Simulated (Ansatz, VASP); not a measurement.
**Cs in VASP and in Ansatz**

```
Cs
1.0
     5.19252    0.00000    0.00000
    -2.59626    4.49686    0.00000
     0.00000    0.00000    4.88638
Cs
1
Direct
  0.00000 0.00000 0.00000
```

Alike in both runs: functional PBEsol; k mesh 12 × 12 × 12; occupations gaussian, width 0.1 eV; no spin polarisation.

Ansatz relaxed the structure, and its values are those at the end. VASP's run is a single point on that final structure, the one shown.

|  | VASP | Ansatz |
| --- | --- | --- |
| version | VASP 6.6.1 | Ansatz 0.2.0 |
| potentials or method | VASP PAW PBE potentials, release 64 (Cs_sv), cutoff 520 eV | scalar-relativistic, plane waves, PAW |
| valence electrons in the cell | 9 | 9 |

|  | VASP | Ansatz | Ansatz less VASP |
| --- | --- | --- | --- |
| gap on the k mesh at the Fermi level (eV) | none | none | - |
| pressure (GPa) | 0.0 | 0.0 | +0.01 |

VASP's potentials were made for PBE, not for PBEsol. A gap of «none» marks a metal or a gap that the smearing closes.

Spin-orbit coupling is off throughout.
